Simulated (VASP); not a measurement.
# CuI2 in VASP: settings compared, part 2 of 2

VASP 6.6.1. The steps go on from the part before.

### Step 3. Single point, PBE+D3(BJ)

INCAR reads:

```
ALGO = Normal ; EDIFF = 1E-6
ENCUT = 520 ; GGA = PE
ISIF = 2 ; ISMEAR = -1
IVDW = 12 ; LASPH = True
LCHARG = False ; LREAL = False
LWAVE = False ; NBANDS = 20
NELM = 100 ; PREC = Accurate
SIGMA = 0.0284
```

KPOINTS reads:

```
k-points
0
Gamma
  5 5 3
```

POSCAR reads:

```
CuI2
1.0
    4.0870190000      0.0000000000      0.0000000000
   -2.0435100000      3.5394630000      0.0000000000
    0.0000000000      0.0000000000      6.7518420000
Cu I
1 2
Direct
    0.0000000000      0.0000000000      0.0000000000
    0.3333000000      0.6667000000      0.7576300000
    0.6667000000      0.3333000000      0.2423700000
```

Potentials or basis: VASP PAW PBE potentials, release 64 (Cu, I).

Launch:

```
$ cat potpaw_PBE.64/Cu/POTCAR potpaw_PBE.64/I/POTCAR > POTCAR
$ mpirun -np 1 vasp_std > vasp.out
```

OUTCAR:

```text
EDIFF = 1E-6
   ENCUT = 520
   GGA = PE
   ISIF = 2
   ISMEAR = -1
   IVDW = 12
   LASPH = True
   LREAL = False
   NELM = 100
   PREC = Accurate
 IVDW          = 12

 ion  position               nearest neighbor table
   1  0.000  0.000  0.000-   2 2.87   3 2.87   3 2.87   2 2.87   3 2.87   2 2.87
   2  0.333  0.667  0.758-   1 2.87   1 2.87   1 2.87
   3  0.667  0.333  0.242-   1 2.87   1 2.87   1 2.87

  LATTYP: Found a hexagonal cell.
 ALAT       =     4.0870190000
 C/A-ratio  =     1.6520211920

  Lattice vectors:

 A1 = (   4.0870190000,   0.0000000000,   0.0000000000)
 A2 = (  -2.0435100000,   3.5394630000,   0.0000000000)
 A3 = (   0.0000000000,   0.0000000000,   6.7518420000)

Analysis of symmetry for initial positions (statically):
=====================================================================
 Subroutine PRICEL returns:
 Original cell was already a primitive cell.

 Routine SETGRP: Setting up the symmetry group for a
 hexagonal supercell.

 Subroutine GETGRP returns: Found  4 space group operations
 (whereof  4 operations were pure point group operations)
 out of a pool of 24 trial point group operations.

The static configuration has the point symmetry C_2h.

Analysis of symmetry for dynamics (positions and initial velocities):
=====================================================================
 Subroutine PRICEL returns:
 Original cell was already a primitive cell.

 Routine SETGRP: Setting up the symmetry group for a
 hexagonal supercell.

 Subroutine GETGRP returns: Found  4 space group operations
 (whereof  4 operations were pure point group operations)
 out of a pool of 24 trial point group operations.

The dynamic configuration has the point symmetry C_2h.

 Subroutine INISYM returns: Found  4 space group operations
 (whereof  4 operations are pure point group operations),
[... 111 lines left out ...]
   EFERMI =   0.00;   METHOD = LEGACY
   ISMEAR =    -1;   SIGMA  =   0.03  broadening in eV -4-tet -1-fermi 0-gaus
   EFERMI_NEDOS =   21; number of points for ismear=-14 and -15
   IALGO  =     38    algorithm
   IMIX   =      4    mixing-type and parameters
     AMIX     =   0.40;   BMIX     =  1.00
     AMIX_MAG =   1.60;   BMIX_MAG =  1.00
  volume/ion in A,a.u.               =      32.56       219.71
  Fermi-wavevector in a.u.,A,eV,Ry     =   1.039440  1.964257 14.700216  1.080435
  Thomas-Fermi vector in A             =   2.173970
   LORBIT       =      0    0 simple, 1 ext, 2 COOP (PROOUT), +10 PAW based schemes
   GGA     = PE    functional components
   LHFCALC =     F    Hartree Fock is set to
   AEXX    =    0.0000 exact exchange contribution
   IVDW    =    12    specifies the selected vdW correction
   LEPSILON=     F    determine dielectric tensor
   LRPA    =     F    only Hartree local field effects (RPA)
 non-spin polarized calculation
  energy-cutoff  :      520.00
  volume of cell :       97.67
 maximum number of plane-waves:      2659
 NGX is ok and might be reduce to    30
   NGX = 15   NGY = 15   NGZ = 25

 number of electron      25.0000002 magnetization

 Free energy of the ion-electron system (eV)
  ---------------------------------------------------
  ext. energy  EPLUGINS =         0.00000000
  ---------------------------------------------------
  free energy    TOTEN  =        -6.82200292 eV

  energy without entropy =       -6.79990845  energy(sigma->0) =       -6.81095569

 E-fermi :   3.1708     XC(G=0):  -8.6911

 val. band max:        3.1496141641   @ k =   0.0000   0.4000   0.3333
 cond. band min:       3.1833270661   @ k =  -0.2000   0.2000   0.3333
 fundamental gap:      0.0337129020
 Fermi energy:         3.1708141582

 k-point     1 :       0.0000    0.0000    0.0000
  band No.  band energies     occupation
      1      -9.5575      2.00000
      2      -8.7876      2.00000
      3      -1.0799      2.00000
      4       0.6685      2.00000
      5       0.6690      2.00000
      6       1.4248      2.00000
[... 541 lines left out ...]
     19      11.8342      0.00000
     20      13.0656      0.00000

------------------------ aborting loop because EDIFF is reached ----------------------------------------

 Edisp (eV)   -0.99147

 E8    (eV) :    -0.4407

  FORCE on cell =-STRESS in cart. coord.  units (eV):
  Direction    XX          YY          ZZ          XY          YZ          ZX
  --------------------------------------------------------------------------------------
  -------------------------------------------------------------------------------------
  Total      -2.84949    -2.84831    -2.11816     0.00102    -0.00029     0.00050
  in kB     -46.74246   -46.72313   -34.74590     0.01677    -0.00469     0.00813
  external pressure =      -42.74 kB  Pullay stress =        0.00 kB

 VOLUME and BASIS-vectors are now :
 -----------------------------------------------------------------------------
  energy-cutoff  :      520.00
  volume of cell :       97.67
      direct lattice vectors                 reciprocal lattice vectors
     4.087019000  0.000000000  0.000000000     0.244677111  0.141264402  0.000000000
    -2.043510000  3.539463000  0.000000000     0.000000000  0.282528734  0.000000000
     0.000000000  0.000000000  6.751842000     0.000000000  0.000000000  0.148107731

 POSITION                                       TOTAL-FORCE (eV/Angst)
 -----------------------------------------------------------------------------------
      0.00000      0.00000      0.00000         0.000000      0.000000      0.000000
     -0.00020      2.35976      5.11540        -0.000067      0.000039      0.475442
      2.04371      1.17970      1.63644         0.000067     -0.000039     -0.475442
 -----------------------------------------------------------------------------------
    total drift:                                0.000000      0.000000      0.000000

  FREE ENERGIE OF THE ION-ELECTRON SYSTEM (eV)
  ---------------------------------------------------
  free  energy   TOTEN  =        -7.8134773166 eV

  energy  without entropy=       -7.7913828424  energy(sigma->0) =       -7.80243008
```

OSZICAR:

```text
N       E                     dE             d eps       ncg     rms          rms(c)
DAV:   1     0.166885387768E+03    0.16689E+03   -0.99161E+03   960   0.115E+03
DAV:   2     0.916191531590E+01   -0.15772E+03   -0.14985E+03  1004   0.249E+02
DAV:   3    -0.699521281867E+01   -0.16157E+02   -0.15699E+02  1244   0.869E+01
DAV:   4    -0.781619650660E+01   -0.82098E+00   -0.81589E+00  1308   0.180E+01
DAV:   5    -0.783953235487E+01   -0.23336E-01   -0.23324E-01  1324   0.310E+00    0.932E+00
DAV:   6    -0.867320282008E+01   -0.83367E+00   -0.18127E+01  1116   0.106E+02    0.890E+00
DAV:   7    -0.684218478398E+01    0.18310E+01   -0.48109E+00  1256   0.545E+01    0.320E+00
DAV:   8    -0.689558532053E+01   -0.53401E-01   -0.11154E+00  1436   0.314E+01    0.247E+00
DAV:   9    -0.682440164800E+01    0.71184E-01   -0.49414E-01  1308   0.213E+01    0.107E+00
DAV:  10    -0.682189239853E+01    0.25092E-02   -0.45954E-02  1496   0.559E+00    0.566E-01
DAV:  11    -0.682218709089E+01   -0.29469E-03   -0.43325E-03  1104   0.422E-01    0.545E-01
DAV:  12    -0.682201347230E+01    0.17362E-03   -0.82515E-04  1492   0.349E-01    0.781E-02
DAV:  13    -0.682200209138E+01    0.11381E-04   -0.51093E-05  1416   0.862E-02    0.437E-02
DAV:  14    -0.682200292423E+01   -0.83284E-06   -0.60771E-06  1176   0.184E-02
   1 F= -.78134773E+01 E0= -.78024301E+01  d E =-.220945E-01
```

stdout:

```text
POSCAR found type information on POSCAR CuI
 POSCAR found :  2 types and       3 ions
 scaLAPACK will be used
 LDA part: xc-table for (Slater+PW92), standard interpolation
 POSCAR, INCAR and KPOINTS ok, starting setup
 FFT: planning ... GRIDC
 FFT: planning ... GRID_SOFT
 FFT: planning ... GRID
 WAVECAR not read
 entering main loop
```

It took 66 s on 1 thread of Intel Xeon Platinum 8488C (Sapphire Rapids), shared host; peak memory 0.22 GiB.

What came out:

* Free energy: -7.8135 eV
* Pressure: -4.3 GPa
* Largest force: 0.475 eV/Å
* Band gap on the k mesh: zero (an odd number of electrons rules out a gap without spin polarisation)
* Dispersion energy per atom: -0.330 eV

Forces in eV/Å, atoms in the order of the input:
```
Cu   0.000  0.000  0.000
I    0.000  0.000  0.475
I    0.000  0.000 -0.475
```

Stress tensor (GPa, compression positive):
```
-4.67  0.00  0.00
 0.00 -4.67  0.00
 0.00  0.00 -3.47
```

Levels at points of the mesh, in eV from the Fermi level:
```tsv
k point	band 10	band 11	band 12	band 13	band 14	band 15	band 16	band 17
(0.00, 0.00, 0.00)	-0.44	-0.35	0.15	0.15	3.13	4.68	6.63	6.63
```

Caveat: three body term missing; the cell stands under tension; spin-orbit coupling is left out, which moves the levels of the heavy elements; an odd number of electrons without spin polarisation forces a metal; a magnetic or distorted state may lie lower.

### Step 4. Single point, PBE+U

INCAR reads:

```
SYSTEM = CuI2
PREC = Accurate ; ENCUT = 520
EDIFF = 1E-6 ; ISMEAR = -1
SIGMA = 0.0284 ; LREAL = .FALSE.
LASPH = .TRUE. ; NELM = 150
ALGO = Normal ; ISIF = 2
LWAVE = .FALSE. ; LCHARG = .TRUE.
LMAXMIX = 4 ; LDAU = .TRUE.
LDAUTYPE = 2 ; LDAUL = 2 -1
LDAUU = 5 0 ; LDAUJ = 0 0
LDAUPRINT = 1 ; GGA = PE
LELF = .TRUE. ; LVHAR = .TRUE.
NBANDS = 20
```

KPOINTS reads:

```
Automatic mesh
0
G
  5 5 3
  0 0 0
```

POSCAR is that of step 3.

Potentials or basis: VASP PAW PBE potentials, release 64 (Cu, I).

Launch:

```
$ cat potpaw_PBE.64/Cu/POTCAR potpaw_PBE.64/I/POTCAR > POTCAR
$ mpirun -np 1 vasp_std > vasp.out
```

OUTCAR:

```text
SYSTEM = CuI2
   PREC = Accurate
   ENCUT = 520
   EDIFF = 1E-6
   ISMEAR = -1
   LREAL = .FALSE.
   LASPH = .TRUE.
   NELM = 150
   ISIF = 2
   GGA = PE

 ion  position               nearest neighbor table
   1  0.000  0.000  0.000-   2 2.87   3 2.87   3 2.87   2 2.87   3 2.87   2 2.87
   2  0.333  0.667  0.758-   1 2.87   1 2.87   1 2.87
   3  0.667  0.333  0.242-   1 2.87   1 2.87   1 2.87

  LATTYP: Found a hexagonal cell.
 ALAT       =     4.0870190000
 C/A-ratio  =     1.6520211920

  Lattice vectors:

 A1 = (   4.0870190000,   0.0000000000,   0.0000000000)
 A2 = (  -2.0435100000,   3.5394630000,   0.0000000000)
 A3 = (   0.0000000000,   0.0000000000,   6.7518420000)

Analysis of symmetry for initial positions (statically):
=====================================================================
 Subroutine PRICEL returns:
 Original cell was already a primitive cell.

 Routine SETGRP: Setting up the symmetry group for a
 hexagonal supercell.

 Subroutine GETGRP returns: Found  4 space group operations
 (whereof  4 operations were pure point group operations)
 out of a pool of 24 trial point group operations.

The static configuration has the point symmetry C_2h.

[... 196 lines left out ...]
  energy without entropy =       -5.23066346  energy(sigma->0) =       -5.24056563

 E-fermi :   2.9141     XC(G=0):  -8.6697

 val. band max:        2.9097661443   @ k =  -0.2000   0.2000   0.0000
 cond. band min:       2.9398776604   @ k =  -0.2000   0.2000   0.3333
 fundamental gap:      0.0301115161
 Fermi energy:         2.9140765132

 k-point     1 :       0.0000    0.0000    0.0000
  band No.  band energies     occupation
      1      -9.6071      2.00000
      2      -8.8550      2.00000
      3      -1.1367      2.00000
      4       0.0210      2.00000
      5       0.0211      2.00000
      6       0.4744      2.00000
[... 541 lines left out ...]
     19      11.8207      0.00000
     20      13.0483      0.00000

------------------------ aborting loop because EDIFF is reached ----------------------------------------

  FORCE on cell =-STRESS in cart. coord.  units (eV):
  Direction    XX          YY          ZZ          XY          YZ          ZX
  --------------------------------------------------------------------------------------
  -------------------------------------------------------------------------------------
  Total       -1.6231366     -1.6219013     -0.8482458      0.0010707     -0.0004393      0.0007609
  in kB      -26.6255972    -26.6053326    -13.9144492      0.0175628     -0.0072069      0.0124824
  external PRESSURE =     -22.3817930 kB  Pullay stress =       0.0000000 kB

 VOLUME and BASIS-vectors are now :
 -----------------------------------------------------------------------------
  energy-cutoff  :      520.00
  volume of cell :       97.67
      direct lattice vectors                 reciprocal lattice vectors
     4.087019000  0.000000000  0.000000000     0.244677111  0.141264402  0.000000000
    -2.043510000  3.539463000  0.000000000     0.000000000  0.282528734  0.000000000
     0.000000000  0.000000000  6.751842000     0.000000000  0.000000000  0.148107731

 POSITION                                       TOTAL-FORCE (eV/Angst)
 -----------------------------------------------------------------------------------
      0.00000      0.00000      0.00000         0.000000      0.000000      0.000000
     -0.00020      2.35976      5.11540        -0.000152      0.000088      0.365174
      2.04371      1.17970      1.63644         0.000152     -0.000088     -0.365174
 -----------------------------------------------------------------------------------
    total drift:                                0.000000     -0.000000      0.000000

  FREE ENERGIE OF THE ION-ELECTRON SYSTEM (eV)
  ---------------------------------------------------
  free  energy   TOTEN  =        -5.2504677901 eV

  energy  without entropy=       -5.2306634613  energy(sigma->0) =       -5.24056563
```

OSZICAR:

```text
N       E                     dE             d eps       ncg     rms          rms(c)
DAV:   1     0.171102680522E+03    0.17110E+03   -0.10082E+04   960   0.116E+03
DAV:   2     0.121268426815E+02   -0.15898E+03   -0.15156E+03   996   0.255E+02
DAV:   3    -0.461379140537E+01   -0.16741E+02   -0.16412E+02  1196   0.910E+01
DAV:   4    -0.537673881559E+01   -0.76295E+00   -0.75681E+00  1288   0.177E+01
DAV:   5    -0.539512058113E+01   -0.18382E-01   -0.18365E-01  1272   0.289E+00    0.539E+00
DAV:   6    -0.540156598297E+01   -0.64454E-02   -0.22478E+00  1124   0.537E+01    0.386E+00
DAV:   7    -0.524688650028E+01    0.15468E+00   -0.74696E-01  1280   0.294E+01    0.216E+00
DAV:   8    -0.525549540885E+01   -0.86089E-02   -0.57725E-02  1404   0.333E+00    0.530E-01
DAV:   9    -0.525028615712E+01    0.52093E-02   -0.21305E-02  1192   0.510E+00    0.146E-01
DAV:  10    -0.525052936171E+01   -0.24320E-03   -0.19501E-03  1524   0.964E-01    0.881E-02
DAV:  11    -0.525046170971E+01    0.67652E-04   -0.61014E-04  1240   0.778E-01    0.376E-02
DAV:  12    -0.525046625089E+01   -0.45412E-05   -0.74705E-05  1532   0.147E-01    0.791E-03
DAV:  13    -0.525046753650E+01   -0.12856E-05   -0.54757E-06  1216   0.225E-02    0.390E-03
DAV:  14    -0.525046779014E+01   -0.25363E-06   -0.21930E-07   736   0.540E-03
   1 F= -.52504678E+01 E0= -.52405656E+01  d E =-.198043E-01
```

Wall time 44 s (1 thread of Intel Xeon Platinum 8488C (Sapphire Rapids), shared host); peak memory 0.22 GiB.

What came out:

- Free energy: -5.2505 eV
- Pressure: -2.2 GPa
- Largest force: 0.365 eV/Å
- Band gap on the k mesh: zero (an odd number of electrons rules out a gap without spin polarisation)

Forces on the atoms (eV/Å):
```
Cu   0.000  0.000  0.000
I    0.000  0.000  0.365
I    0.000  0.000 -0.365
```

Levels at points of the mesh, in eV from the Fermi level:
```tsv
k point	band 11	band 12	band 13	band 14	band 15	band 16
(0.00, 0.00, 0.00)	-0.14	0.15	0.15	3.52	4.99	7.03
```

Eigenvalues of the final occupation matrices:
| site | spin | trace | eigenvalues |
| --- | --- | --- | --- |
| site 1 d | 1 | 4.71 | 0.92 0.92 0.95 0.95 0.96 |
| site 1 d | 2 | 4.71 | 0.92 0.92 0.95 0.95 0.96 |

Caveat: spin-orbit coupling is left out, which moves the levels of the heavy elements; an odd number of electrons without spin polarisation forces a metal; a magnetic or distorted state may lie lower; U without spin polarisation on a metal has little footing.

### Step 5. Summary

| level | U | gap on the mesh (eV) | pressure (GPa) | largest force (eV/Å) |
| --- | --- | --- | --- | --- |
| PBE | - | none | -2.6 | 0.48 |
| PBE+D3(BJ) | - | none | -4.3 | 0.48 |
| PBE+U | Cu d U = 5.0 eV | none | -2.2 | 0.37 |

Alike in all rows: task single point; potentials or basis VASP PAW PBE potentials, release 64 (Cu, I); no spin polarisation; cell as given; k mesh 5 × 5 × 3; cutoff (eV) 520; smearing fermi-dirac 0.0284 eV.

The pressure there spans -4.3 GPa (PBE+D3(BJ)) to -2.2 GPa (PBE+U); a positive pressure means that this level wants a larger cell, a negative one a smaller.

Caveats: spin-orbit coupling is left out, which moves the levels of the heavy elements; an odd number of electrons without spin polarisation forces a metal; a magnetic or distorted state may lie lower; three body term missing (at least some runs); the cell stands under tension (at least some runs); U without spin polarisation on a metal has little footing (at least some runs).

Total energies depend on the potentials used, so only differences within one code and one set of settings carry meaning.

The gap in the log of VASP goes by the Fermi energy; the results here count the filled bands.